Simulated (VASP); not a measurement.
# TaN (P1) in VASP: single point with LDA

Aim: the single point of TaN with LDA.

Program: VASP 6.6.1. These are calculated values, not measurements. Logs are shortened: lines on timing, memory, paths and dates and some standing lists are left out, and cuts for length are marked.

**1. The cell of the first run**

The typed cell holds 8 atoms: a = 3.104 Å, b = 3.104 Å, c = 12.374 Å, α = 77.32°, β = 79.16°, γ = 60.00°.

**2. Single point, LDA (the part above a cut slid along it)**

File INCAR:

```
SYSTEM = TaN
ALGO     = Fast           ! electronic algorithm
EDIFF    = 1E-6           ! SCF threshold, eV
ENCUT    = 520            ! plane-wave cutoff, eV
GGA      = CA             ! functional
ISIF     = 2              ! what is computed and relaxed
ISMEAR   = 0              ! smearing method
LASPH    = .TRUE.         ! aspherical terms in the spheres
LCHARG   = .TRUE.         ! write CHGCAR
LELF     = .TRUE.         ! ELF
LREAL    = .FALSE.        ! projectors in reciprocal space
LVHAR    = .TRUE.       
LWAVE    = .FALSE.        ! write WAVECAR
NBANDS   = 42             ! bands
NELM     = 100            ! most SCF steps
PREC     = Accurate       ! precision mode
SIGMA    = 0.15           ! smearing width, eV
```

File KPOINTS:

```
k-points
0
G
  14 14 4
  0 0 0
```

File POSCAR:

```
TaN
1.0
   -3.1035877079      0.0000000000      0.0000000000
   -1.5517938539     -2.6877857979      0.0000000000
   -2.3276907809     -1.7918571986     12.0200957435
Ta N
4 4
Direct
   -0.0494271473     -0.2790834357      0.9186251535
    0.1589061860      0.0542498977      0.4186251535
    0.5964061860      0.5542498977      0.1686251535
    0.3880728527      0.2209165643      0.6686251535
    0.2994271473      0.2790834357      0.0813748465
    0.0910938140     -0.0542498977      0.5813748465
    0.5285938140      0.4457501023      0.3313748465
    0.3202604806      0.1124167690      0.8313748465
```

Potentials or basis: VASP PAW LDA potentials, release 64 (Ta_pv, N).

Command:

```
cat potpaw_LDA.64/Ta_pv/POTCAR potpaw_LDA.64/N/POTCAR > POTCAR
mpirun -np 1 vasp_std > vasp.out
```

OUTCAR:

```text
SYSTEM = TaN
   EDIFF = 1E-6
   ENCUT = 520
   GGA = CA
   ISIF = 2
   ISMEAR = 0
   LASPH = .TRUE.
   LREAL = .FALSE.
   NELM = 100
   PREC = Accurate

 ion  position               nearest neighbor table
   1  0.951  0.721  0.919-   8 2.08   8 2.08   8 2.08   5 2.29   3 3.10   4 3.50   4 3.50   4 3.50

   2  0.159  0.054  0.419-   6 1.96   7 2.08   7 2.08   7 2.08   4 3.50   4 3.50   3 3.50   3 3.50
                             3 3.50   4 3.50
   3  0.596  0.554  0.169-   7 1.96   5 2.08   5 2.08   5 2.08   1 3.10   2 3.50   2 3.50   2 3.50

   4  0.388  0.221  0.669-   8 1.96   6 2.08   6 2.08   6 2.08   2 3.50   2 3.50   1 3.50   1 3.50
                             1 3.50   2 3.50
   5  0.299  0.279  0.081-   3 2.08   3 2.08   3 2.08   1 2.29
   6  0.091  0.946  0.581-   2 1.96   4 2.08   4 2.08   4 2.08
   7  0.529  0.446  0.331-   3 1.96   2 2.08   2 2.08   2 2.08
   8  0.320  0.112  0.831-   4 1.96   1 2.08   1 2.08   1 2.08

  LATTYP: Found a triclinic cell.
 ALAT       =     3.1035877079
 B/A-ratio  =     1.7320508076
 C/A-ratio  =     3.9237372653
 COS(alpha) =     0.0183928685
 COS(beta)  =     0.0955721483
 COS(gamma) =     0.8660254038

  Lattice vectors:

 A1 = (   1.5517938539,   2.6877857979,   0.0000000000)
 A2 = (   4.6553815618,   2.6877857979,   0.0000000000)
 A3 = (  -0.7758969270,   1.7918571986, -12.0200957435)

Analysis of symmetry for initial positions (statically):
=====================================================================
 Subroutine PRICEL returns:
 Original cell was already a primitive cell.

 Routine SETGRP: Setting up the symmetry group for a
 triclinic supercell.

 Subroutine GETGRP returns: Found  1 space group operations
 (whereof  1 operations were pure point group operations)
 out of a pool of  2 trial point group operations.

The static configuration has the point symmetry C_1 .

Analysis of symmetry for dynamics (positions and initial velocities):
=====================================================================
 Subroutine PRICEL returns:
 Original cell was already a primitive cell.

 Routine SETGRP: Setting up the symmetry group for a
 triclinic supercell.

 Subroutine GETGRP returns: Found  1 space group operations
 (whereof  1 operations were pure point group operations)
 out of a pool of  2 trial point group operations.

The dynamic configuration has the point symmetry C_1 .

 Subroutine INISYM returns: Found  1 space group operations
 (whereof  1 operations are pure point group operations),
 and found     1 'primitive' translations

----------------------------------------------------------------------------------------

                                     Primitive cell

  volume of cell :     100.2690

  direct lattice vectors                    reciprocal lattice vectors
    -3.103587708  0.000000000  0.000000000    -0.322207746  0.186026729 -0.034664172
    -1.551793854 -2.687785798  0.000000000     0.000000000 -0.372053458 -0.055462675
    -2.327690781 -1.791857199 12.020095744     0.000000000  0.000000000  0.083194013

  length of vectors
     3.103587708  3.103587708 12.373827147     0.373664797  0.376164703  0.083194013

  position of ions in fractional coordinates (direct lattice)
     0.950572853  0.720916564  0.918625154
     0.158906186  0.054249898  0.418625154
     0.596406186  0.554249898  0.168625154
     0.388072853  0.220916564  0.668625154
     0.299427147  0.279083436  0.081374846
     0.091093814  0.945750102  0.581374846
     0.528593814  0.445750102  0.331374846
     0.320260481  0.112416769  0.831374846

  ion indices of the primitive-cell ions
   primitive index   ion index
                 1           1
                 2           2
                 3           3
                 4           4
                 5           5
                 6           6
                 7           7
                 8           8

----------------------------------------------------------------------------------------

 KPOINTS: k-points

Automatic generation of k-mesh.
 Grid dimensions read from file:
 generate k-points for:   14   14    4

 Generating k-lattice:

  Cartesian coordinates                     Fractional coordinates (reciprocal lattice)
    -0.023014839  0.013287623 -0.002476012     0.071428571 -0.000000000 -0.000000000
     0.000000000 -0.026575247 -0.003961620     0.000000000  0.071428571 -0.000000000
     0.000000000  0.000000000  0.020798503     0.000000000  0.000000000  0.250000000

  Length of vectors
     0.026690343  0.026868907  0.020798503

  Shift w.r.t. Gamma in fractional coordinates (k-lattice)
     0.000000000  0.000000000  0.000000000

 Subroutine IBZKPT returns following result:
 ===========================================

 Found    396 irreducible k-points:

 Following reciprocal coordinates:
            Coordinates               Weight
  0.000000  0.000000  0.000000      1.000000
  0.071429  0.000000  0.000000      2.000000
  0.142857 -0.000000  0.000000      2.000000
  0.214286  0.000000 -0.000000      2.000000
  0.285714  0.000000  0.000000      2.000000
  0.357143  0.000000 -0.000000      2.000000
[... 16 lines left out ...]
  0.000000  0.142857  0.000000      2.000000
  0.071429  0.142857  0.000000      2.000000
 [... further k-points ...]
   k-points           NKPTS =    396   k-points in BZ     NKDIM =    396   number of bands    NBANDS=     42
   number of dos      NEDOS =    301   number of ions     NIONS =      8
   total plane-waves  NPLWV =  55296
   dimension x,y,z NGX =    24 NGY =   24 NGZ =   96
   dimension x,y,z NGXF=    48 NGYF=   48 NGZF=  192
   ions per type =               4   4
   NGX,Y,Z   is equivalent  to a cutoff of  12.86, 12.86, 12.90 a.u.
   NGXF,Y,Z  is equivalent  to a cutoff of  25.71, 25.71, 25.80 a.u.
 SYSTEM =  TaN
   PREC   = accura    normal or accurate (medium, high low for compatibility)
   ISTART =      0    job   : 0-new  1-cont  2-samecut
   ICHARG =      2    charge: 1-file 2-atom 10-const
   ISPIN  =      1    spin polarized calculation?
   LNONCOLLINEAR =      F non collinear calculations
   LSORBIT =      F    spin-orbit coupling
   LASPH  =      T    aspherical Exc in radial PAW
   ENCUT  =  520.0 eV  38.22 Ry    6.18 a.u.   5.77  5.77 23.01*2*pi/ulx,y,z
   NELM   =    100;   NELMIN=  2; NELMDL= -5     # of ELM steps
   EDIFF  = 0.1E-05   stopping-criterion for ELM
   LREAL  =      F    real-space projection
   EDIFFG = 0.1E-04   stopping-criterion for IOM
   NSW    =      0    number of steps for IOM
   IBRION =     -1    ionic relax: 0-MD 1-quasi-New 2-CG
   NFREE  =      0    steps in history (QN), initial steepest desc. (CG)
   ISIF   =      2    stress and relaxation
   ISYM   =      2    0-nonsym 1-usesym 2-fastsym
   POTIM  = 0.5000    time-step for ionic-motion
   TEBEG  =    0.0;   TEEND  =   0.0 temperature during run
   PSTRESS=    0.0 pullay stress
   NELECT =      64.0000    total number of electrons
   NUPDOWN=      -1.0000    fix difference up-down
   EMIN   =  10.00;   EMAX   =-10.00  energy-range for DOS
   EFERMI =   0.00;   METHOD = LEGACY
   ISMEAR =     0;   SIGMA  =   0.15  broadening in eV -4-tet -1-fermi 0-gaus
   EFERMI_NEDOS =   21; number of points for ismear=-14 and -15
   IALGO  =     68    algorithm
   IMIX   =      4    mixing-type and parameters
     AMIX     =   0.40;   BMIX     =  1.00
     AMIX_MAG =   1.60;   BMIX_MAG =  1.00
  volume/ion in A,a.u.               =      12.53        84.58
  Fermi-wavevector in a.u.,A,eV,Ry     =   1.409546  2.663656 27.032330  1.986820
  Thomas-Fermi vector in A             =   2.531591
   LORBIT       =      0    0 simple, 1 ext, 2 COOP (PROOUT), +10 PAW based schemes
   GGA     = CA    functional components
   LHFCALC =     F    Hartree Fock is set to
   AEXX    =    0.0000 exact exchange contribution
   IVDW    =     0    specifies the selected vdW correction
   LEPSILON=     F    determine dielectric tensor
   LRPA    =     F    only Hartree local field effects (RPA)
 non-spin polarized calculation
 RMM-DIIS sequential band-by-band and
 Gauss-broadening in eV      SIGMA  =   0.15
  energy-cutoff  :      520.00
  volume of cell :      100.27
 maximum number of plane-waves:      2720
   NGX = 11   NGY = 11   NGZ = 45

 number of electron      64.0000001 magnetization

 Free energy of the ion-electron system (eV)
  ---------------------------------------------------
  ext. energy  EPLUGINS =         0.00000000
  ---------------------------------------------------
  free energy    TOTEN  =       -94.37899944 eV

  energy without entropy =      -94.35283761  energy(sigma->0) =      -94.36591852

 E-fermi :   6.7075     XC(G=0): -12.6110

 val. band max:        6.7007075190   @ k =  -0.3571   0.4286   0.5000
 cond. band min:       6.7125643972   @ k =  -0.3571   0.2857   0.5000
 fundamental gap:      0.0118568782
 Fermi energy:         6.7075149457

 k-point     1 :       0.0000    0.0000    0.0000
  band No.  band energies     occupation
      1     -28.7597      2.00000
      2     -28.5257      2.00000
      3     -28.3967      2.00000
      4     -28.2878      2.00000
      5     -28.2476      2.00000
      6     -28.1898      2.00000
[... 34 lines left out ...]
     41       9.3692      0.00000
     42      10.1402      0.00000

 k-point     2 :       0.0714    0.0000    0.0000
  band No.  band energies     occupation
      1     -28.7520      2.00000
      2     -28.5207      2.00000
      3     -28.3935      2.00000
      4     -28.2953      2.00000
      5     -28.2778      2.00000
      6     -28.1892      2.00000
[... 34 lines left out ...]
     41       9.3986      0.00000
     42      10.3172      0.00000

 k-point     3 :       0.1429   -0.0000    0.0000
  band No.  band energies     occupation
      1     -28.7307      2.00000
      2     -28.5072      2.00000
      3     -28.4016      2.00000
      4     -28.3490      2.00000
      5     -28.3136      2.00000
      6     -28.1863      2.00000
[... 34 lines left out ...]
     41       9.5625      0.00000
     42      10.4086      0.00000

 k-point     4 :       0.2143    0.0000   -0.0000
  band No.  band energies     occupation
      1     -28.7017      2.00000
      2     -28.5141      2.00000
      3     -28.4826      2.00000
      4     -28.3593      2.00000
      5     -28.3406      2.00000
      6     -28.2001      2.00000
[... 844 lines left out ...]
     41       9.5213      0.00000
     42      10.3575      0.00000

 k-point    23 :       0.0000    0.1429    0.0000
  band No.  band energies     occupation
      1     -28.7316      2.00000
      2     -28.5083      2.00000
      3     -28.4190      2.00000
      4     -28.3636      2.00000
      5     -28.2802      2.00000
      6     -28.1857      2.00000
[... 34 lines left out ...]
     41       9.7053      0.00000
     42      10.4051      0.00000

 k-point    24 :       0.0714    0.1429    0.0000
  band No.  band energies     occupation
      1     -28.7382      2.00000
      2     -28.5156      2.00000
      3     -28.4025      2.00000
      4     -28.3544      2.00000
      5     -28.2690      2.00000
      6     -28.1891      2.00000
[... 34 lines left out ...]
     41       9.6708      0.00000
     42      10.3263      0.00000

 [... further k-points ...]
[... 5 lines left out ...]
  --------------------------------------------------------------------------------------
  -------------------------------------------------------------------------------------
  Total       -1.5066681     -2.1160563     -1.0418495      1.1635068     -0.6459694      0.4607273
  in kB      -24.0747375    -33.8120261    -16.6474971     18.5914342    -10.3218117      7.3618667
  external PRESSURE =     -24.8447535 kB  Pullay stress =       0.0000000 kB

 VOLUME and BASIS-vectors are now :
 -----------------------------------------------------------------------------
  energy-cutoff  :      520.00
  volume of cell :      100.27
      direct lattice vectors                 reciprocal lattice vectors
    -3.103587708  0.000000000  0.000000000    -0.322207746  0.186026729 -0.034664172
    -1.551793854 -2.687785798  0.000000000     0.000000000 -0.372053458 -0.055462675
    -2.327690781 -1.791857199 12.020095744     0.000000000  0.000000000  0.083194013

 POSITION                                       TOTAL-FORCE (eV/Angst)
 -----------------------------------------------------------------------------------
     -6.20718     -3.58371     11.04196        -0.839042      0.554407      0.941657
     -1.55179     -0.89593      5.03191        -0.076966      0.001822     -0.039547
     -3.10359     -1.79186      2.02689        -0.130985     -0.098409      0.464120
     -3.10359     -1.79186      8.03694        -0.029052     -0.015186     -0.014217
     -1.55179     -0.89593      0.97813         0.689007     -0.234925     -2.396279
     -3.10359     -3.58371      6.98818         0.005722     -0.001288     -0.077046
     -3.10359     -1.79186      3.98316         0.054099     -0.022286      0.344193
     -3.10359     -1.79186      9.99321         0.327217     -0.184136      0.777119
 -----------------------------------------------------------------------------------
    total drift:                               -0.000445     -0.000671      0.000308

  FREE ENERGIE OF THE ION-ELECTRON SYSTEM (eV)
  ---------------------------------------------------
  free  energy   TOTEN  =       -94.3789994429 eV

  energy  without entropy=      -94.3528376061  energy(sigma->0) =      -94.36591852
```

It took 40 min on 1 thread of Oxide Virtual Turin-like, shared host; peak memory 1.1 GiB.

What came out:

```yaml
Free_energy: -94.3790 eV
Pressure: -2.5 GPa
Largest_force: 2.504 eV/Å
Band_gap_on_the_k_mesh: zero (bands 32 and 33 overlap by 0.39 eV)
```

Forces in eV/Å, atoms in the order of the input:
```
Ta  -0.839  0.554  0.942
Ta  -0.077  0.002 -0.040
Ta  -0.131 -0.098  0.464
Ta  -0.029 -0.015 -0.014
N    0.689 -0.235 -2.396
N    0.006 -0.001 -0.077
N    0.054 -0.022  0.344
N    0.327 -0.184  0.777
```

Levels at points of the mesh, in eV from the Fermi level:
| k point | band 28 | band 29 | band 30 | band 31 | band 32 | band 33 | band 34 | band 35 | band 36 | band 37 |
| --- | --- | --- | --- | --- | --- | --- | --- | --- | --- | --- |
| (0.00, 0.00, 0.00) | -4.61 | -0.61 | -0.17 | 0.13 | 0.20 | 0.34 | 0.43 | 0.65 | 0.94 | 1.36 |
| (0.50, 0.00, 0.00) | -3.78 | -2.12 | -1.10 | -0.57 | -0.22 | 1.29 | 1.62 | 1.70 | 2.19 | 2.72 |
| (0.00, 0.50, 0.00) | -3.90 | -1.96 | -1.32 | -0.52 | -0.34 | 1.33 | 1.40 | 1.79 | 2.19 | 2.78 |
| (0.50, 0.50, 0.00) | -3.80 | -2.17 | -1.24 | -0.75 | -0.37 | 1.27 | 1.40 | 1.73 | 2.31 | 2.45 |
| (0.00, 0.00, 0.50) | -4.58 | -0.36 | -0.22 | -0.17 | 0.12 | 0.27 | 0.52 | 0.84 | 0.90 | 1.15 |
| (0.50, 0.00, 0.50) | -3.95 | -1.98 | -1.41 | -0.49 | -0.18 | 1.27 | 1.59 | 1.86 | 2.21 | 2.78 |
| (0.00, 0.50, 0.50) | -3.88 | -2.07 | -1.18 | -0.61 | -0.29 | 1.30 | 1.48 | 1.73 | 2.27 | 2.72 |
| (0.50, 0.50, 0.50) | -4.01 | -1.93 | -1.57 | -0.64 | -0.37 | 1.23 | 1.39 | 1.97 | 2.22 | 2.40 |

Caveat: the cell differs from its parent crystal (the part above a cut slid along it); spin-orbit coupling is left out, which moves the levels of the heavy elements; forces of over 1 eV/Å act on the atoms, so gaps and moduli don't describe the material at rest.
